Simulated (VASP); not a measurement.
# CaS (Fm-3m) in VASP: notebook, part 2 of 2

VASP 6.6.1.

## Step 4: Single point, PBE

This run uses another cell than the first one, of 24.69 Å³/atom.

Input file INCAR:

```
SYSTEM = CaS
ALGO     = Normal         ! electronic algorithm
EDIFF    = 1E-6           ! SCF threshold, eV
ENCUT    = 500            ! plane-wave cutoff, eV
GGA      = PE             ! functional
GGA_COMPAT= .FALSE.      
ISIF     = 2              ! what is computed and relaxed
ISMEAR   = 1              ! smearing method
LASPH    = .TRUE.         ! aspherical terms in the spheres
LCHARG   = .FALSE.        ! write CHGCAR
LREAL    = .FALSE.        ! projectors in reciprocal space
LWAVE    = .FALSE.        ! write WAVECAR
NBANDS   = 15             ! bands
NELM     = 120            ! most SCF steps
PREC     = Accurate       ! precision mode
SIGMA    = 0.02           ! smearing width, eV
```

Input file KPOINTS:

```
k-points
0
G
  8 8 8
  0 0 0
```

Input file POSCAR:

```
CaS
1.0
    0.0000000000      2.9118185675      2.9118185675
    2.9118185675      0.0000000000      2.9118185675
    2.9118185675      2.9118185675      0.0000000000
Ca S
1 1
Direct
    0.0000000000      0.0000000000      0.0000000000
    0.5000000000      0.5000000000      0.5000000000
```

Potentials or basis: VASP PAW PBE potentials, release 64 (Ca_sv, S).

The run is started by

```
$ cat potpaw_PBE.64/Ca_sv/POTCAR potpaw_PBE.64/S/POTCAR > POTCAR
$ mpirun -np 1 vasp_std > vasp.out
```

OUTCAR:

```text
SYSTEM = CaS
   EDIFF = 1E-6
   ENCUT = 500
   GGA = PE
   ISIF = 2
   ISMEAR = 1
   LASPH = .TRUE.
   LREAL = .FALSE.
   NELM = 120
   PREC = Accurate

 ion  position               nearest neighbor table
   1  0.000  0.000  0.000-   2 2.91   2 2.91   2 2.91   2 2.91   2 2.91   2 2.91
   2  0.500  0.500  0.500-   1 2.91   1 2.91   1 2.91   1 2.91   1 2.91   1 2.91

  LATTYP: Found a face centered cubic cell.
 ALAT       =     5.8236371350

  Lattice vectors:

 A1 = (   0.0000000000,   2.9118185675,   2.9118185675)
 A2 = (   2.9118185675,   0.0000000000,   2.9118185675)
 A3 = (   2.9118185675,   2.9118185675,   0.0000000000)

Analysis of symmetry for initial positions (statically):
=====================================================================
 Subroutine PRICEL returns:
 Original cell was already a primitive cell.

 Routine SETGRP: Setting up the symmetry group for a
 face centered cubic supercell.

 Subroutine GETGRP returns: Found 48 space group operations
 (whereof 48 operations were pure point group operations)
 out of a pool of 48 trial point group operations.

The static configuration has the point symmetry O_h .

Analysis of symmetry for dynamics (positions and initial velocities):
=====================================================================
 Subroutine PRICEL returns:
 Original cell was already a primitive cell.

 Routine SETGRP: Setting up the symmetry group for a
 face centered cubic supercell.

 Subroutine GETGRP returns: Found 48 space group operations
 (whereof 48 operations were pure point group operations)
 out of a pool of 48 trial point group operations.

The dynamic configuration has the point symmetry O_h .

 Subroutine INISYM returns: Found 48 space group operations
 (whereof 48 operations are pure point group operations),
 and found     1 'primitive' translations

----------------------------------------------------------------------------------------

                                     Primitive cell

  volume of cell :      49.3768
[... 119 lines left out ...]
   LRPA    =     F    only Hartree local field effects (RPA)
 non-spin polarized calculation
 Methfessel and Paxton  Order N= 1 SIGMA  =   0.02
  energy-cutoff  :      500.00
  volume of cell :       49.38
 maximum number of plane-waves:      1283
   NGX = 15   NGY = 15   NGZ = 15

 number of electron      15.9999996 magnetization

 Free energy of the ion-electron system (eV)
  ---------------------------------------------------
  ext. energy  EPLUGINS =         0.00000000
  ---------------------------------------------------
  free energy    TOTEN  =       -10.34115384 eV

  energy without entropy =      -10.34116064  energy(sigma->0) =      -10.34115611

 E-fermi :   2.2880     XC(G=0):  -9.0303

 val. band max:        2.2711339366   @ k =   0.0000   0.0000   0.0000
 cond. band min:       4.7632504027   @ k =   0.5000   0.5000   0.0000
 fundamental gap:      2.4921164661
 Fermi energy:         2.2879714113

 k-point     1 :       0.0000    0.0000    0.0000
  band No.  band energies     occupation
      1     -37.1672      2.00000
      2     -18.1382      2.00000
      3     -18.1382      2.00000
      4     -18.1382      2.00000
      5      -8.8436      2.00000
      6       2.2711      2.00000
      7       2.2711      2.00000
      8       2.2711      2.00000
      9       6.0153      0.00000
     10       6.4309      0.00000
     11       6.4309      0.00000
     12       6.4309      0.00000
     13       6.9681      0.00000
     14       6.9681      0.00000
[... 401 lines left out ...]
      2     -18.2380      2.00000
      3     -18.1755      2.00000
      4     -18.1581      2.00000
      5      -8.1832      2.00000
      6      -0.1674      2.00000
      7       0.9024      2.00000
      8       1.2193      2.00000
      9       7.1455      0.00000
     10       7.4474      0.00000
     11       8.4674      0.00000
     12       8.7153      0.00000
     13       9.0139      0.00000
     14       9.9656      0.00000
     15      11.0670      0.00000

 [... further k-points ...]

------------------------ aborting loop because EDIFF is reached ----------------------------------------

  FORCE on cell =-STRESS in cart. coord.  units (eV):
  Direction    XX          YY          ZZ          XY          YZ          ZX
  --------------------------------------------------------------------------------------
  -------------------------------------------------------------------------------------
  Total       -0.8735069     -0.8735069     -0.8735069      0.0000000      0.0000000     -0.0000000
  in kB      -28.3435330    -28.3435330    -28.3435330      0.0000000      0.0000000     -0.0000000
  external PRESSURE =     -28.3435330 kB  Pullay stress =       0.0000000 kB

 VOLUME and BASIS-vectors are now :
 -----------------------------------------------------------------------------
  energy-cutoff  :      500.00
  volume of cell :       49.38
      direct lattice vectors                 reciprocal lattice vectors
     0.000000000  2.911818568  2.911818568    -0.171713995  0.171713995  0.171713995
     2.911818568  0.000000000  2.911818568     0.171713995 -0.171713995  0.171713995
     2.911818568  2.911818568  0.000000000     0.171713995  0.171713995 -0.171713995

 POSITION                                       TOTAL-FORCE (eV/Angst)
 -----------------------------------------------------------------------------------
      0.00000      0.00000      0.00000        -0.000000     -0.000000      0.000000
      2.91182      2.91182      2.91182         0.000000      0.000000     -0.000000
 -----------------------------------------------------------------------------------
    total drift:                               -0.000000      0.000000      0.000000

  FREE ENERGIE OF THE ION-ELECTRON SYSTEM (eV)
  ---------------------------------------------------
  free  energy   TOTEN  =       -10.3411538448 eV

  energy  without entropy=      -10.3411606392  energy(sigma->0) =      -10.34115611
```

Wall time 8.9 s (1 thread of Intel Xeon 6975P-C (Granite Rapids), shared host); peak memory 0.17 GiB.

Results:

* Free energy: -10.3412 eV
* Pressure: -2.8 GPa
* Band gap on the k mesh: 2.49 eV (least direct gap 3.25 eV)

A k mesh can miss the band edges.

## Step 5: Single point, PBE (25.62 Å³/atom)

This run uses another cell than the first one, of 25.62 Å³/atom.

Input file INCAR:

```
SYSTEM = CaS
PREC     = Accurate       ! precision mode
ENCUT    = 500            ! plane-wave cutoff, eV
EDIFF    = 1E-6           ! SCF threshold, eV
ISMEAR   = 0              ! smearing method
SIGMA    = 0.02           ! smearing width, eV
LREAL    = .False.        ! projectors in reciprocal space
LASPH    = .True.         ! aspherical terms in the spheres
NELM     = 120            ! most SCF steps
ALGO     = Normal         ! electronic algorithm
ISIF     = 2              ! what is computed and relaxed
LWAVE    = .False.        ! write WAVECAR
LCHARG   = .False.        ! write CHGCAR
GGA      = PE             ! functional
NBANDS   = 15             ! bands
GGA_COMPAT= .False.
```

Input file KPOINTS:

```
regular mesh
0
Gamma
  8 8 8
  0 0 0
```

Input file POSCAR:

```
CaS
1.0
    0.0000000000      2.9479939257      2.9479939257
    2.9479939257      0.0000000000      2.9479939257
    2.9479939257      2.9479939257      0.0000000000
Ca S
1 1
Direct
    0.0000000000      0.0000000000      0.0000000000
    0.5000000000      0.5000000000      0.5000000000
```

The run is started by

```
$ cat potpaw_PBE.64/Ca_sv/POTCAR potpaw_PBE.64/S/POTCAR > POTCAR
$ mpirun -np 1 vasp_std > vasp.out
```

Wall time 8.8 s (1 thread of Intel Xeon 6975P-C (Granite Rapids), shared host); peak memory 0.17 GiB.

It converged, with:

| Item | Value |
| --- | --- |
| Free energy | -10.2997 eV |
| Pressure | -4.4 GPa |
| Band gap on the k mesh | 2.55 eV (least direct gap 3.29 eV) |

Levels at points of the mesh, in eV from the valence-band top:
| k point | band 4 | band 5 | band 6 | band 7 | band 8 | band 9 | band 10 | band 11 | band 12 | band 13 |
| --- | --- | --- | --- | --- | --- | --- | --- | --- | --- | --- |
| (0.00, 0.00, 0.00) | -20.54 | -11.01 | 0.00 | 0.00 | 0.00 | 3.53 | 4.15 | 4.15 | 4.15 | 4.65 |
| (0.50, 0.00, 0.00) | -20.55 | -10.39 | -2.75 | -0.96 | -0.96 | 5.00 | 5.70 | 5.85 | 5.85 | 7.48 |
| (0.50, 0.50, 0.00) | -20.57 | -10.49 | -2.06 | -0.73 | -0.73 | 2.55 | 5.38 | 5.50 | 6.27 | 6.36 |

Caveat: the cell stands under tension.

## Step 6: Summary

| cell | smearing | gap on the mesh (eV) | pressure (GPa) |
| --- | --- | --- | --- |
| a = 4.079 Å, angles 60.0°, 2 atoms | fermi-dirac 0.02 eV | 2.44 | -1.5 |
| a = 4.118 Å, angles 60.0°, 2 atoms | gaussian 0.02 eV | 2.49 | -2.8 |
| a = 4.118 Å, angles 60.0°, 2 atoms | methfessel-paxton 0.02 eV | 2.49 | -2.8 |
| a = 4.169 Å, angles 60.0°, 2 atoms | gaussian 0.02 eV | 2.55 | -4.4 |

Alike in all rows: task single point; level PBE; potentials or basis VASP PAW PBE potentials, release 64 (Ca_sv, S); no spin polarisation; k mesh 8 × 8 × 8; cutoff (eV) 500.

Caveats: the cell stands under tension (at least some runs).

Total energies depend on the potentials used, so only differences within one code and one set of settings carry meaning.
